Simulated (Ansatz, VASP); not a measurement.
# Sc2Al: VASP beside Ansatz

The input INCAR:

```
PREC = Accurate
ENCUT = 520
EDIFF = 1E-6
ISMEAR = -1
SIGMA = 0.1
LREAL = F
LASPH = T
NELM = 80
ALGO = Normal
ISIF = 2
LWAVE = F
LCHARG = F
NBANDS = 34
```

KPOINTS

```
regular mesh
0
Gamma
  6 6 4
```

POSCAR

```
Sc2Al
1.0
    4.9780876756      0.0000000000      0.0000000000
   -2.4890489252      4.3111559337      0.0000000000
    0.0000000000      0.0000000000      6.2690647663
Sc Al
4 2
Direct
    0.0000000000      0.0000000000      0.0000000000
    0.0000000000      0.0000000000      0.5000000000
    0.3333333333      0.6666666667      0.7500000000
    0.6666666667      0.3333333333      0.2500000000
    0.3333333333      0.6666666667      0.2500000000
    0.6666666667      0.3333333333      0.7500000000
```

Input for Ansatz:

```yaml
crystal:
  lattice:
    - [4.978087675596965, 0.0, 0.0]
    - [-2.4890489251523444, 4.3111559337249785, 0.0]
    - [0.0, 0.0, 6.269064766285613]
  atoms:
    - { symbol: Sc, position: [0.0, 0.0, 0.0] }
    - { symbol: Sc, position: [0.0, 0.0, 0.5] }
    - { symbol: Sc, position: [0.3333333333333333, 0.6666666666666666, 0.75] }
    - { symbol: Sc, position: [0.6666666666666666, 0.3333333333333333, 0.25] }
    - { symbol: Al, position: [0.3333333333333333, 0.6666666666666666, 0.25] }
    - { symbol: Al, position: [0.6666666666666666, 0.3333333333333333, 0.75] }
basis:
  ecutwfc: 571.4391111657479
kpoints:
  mp_grid:
    grid: [6, 6, 4]
hamiltonian:
  xc: lda
scf:
  convergence:
    dr2_threshold: 1.0e-09
  occupations:
    method: fermi_dirac
    width: 0.1
output:
  stress: true
```

Alike in both runs: task single point; functional LDA; k mesh 6 × 6 × 4; occupations fermi-dirac, width 0.1 eV; no spin polarisation.

|  | VASP | Ansatz |
| --- | --- | --- |
| version | VASP 6.6.1 | Ansatz 0.2.0 |
| potentials or method | VASP PAW LDA potentials, release 64 (Sc_sv, Al), cutoff 520 eV | plane waves, PAW |
| valence electrons in the cell | 50 | 50 |

```csv
,VASP,Ansatz,Ansatz less VASP
pressure (GPa),-7.3,-7.4,-0.10
"traceless stress, the component that is largest in VASP (GPa)",0.35,0.37,+0.018
```

LDA's correlation is that of Perdew and Zunger in VASP and of Perdew and Wang (1992) in Ansatz. Ansatz's warnings: stress scf threshold loose, structure snapped to symmetry.
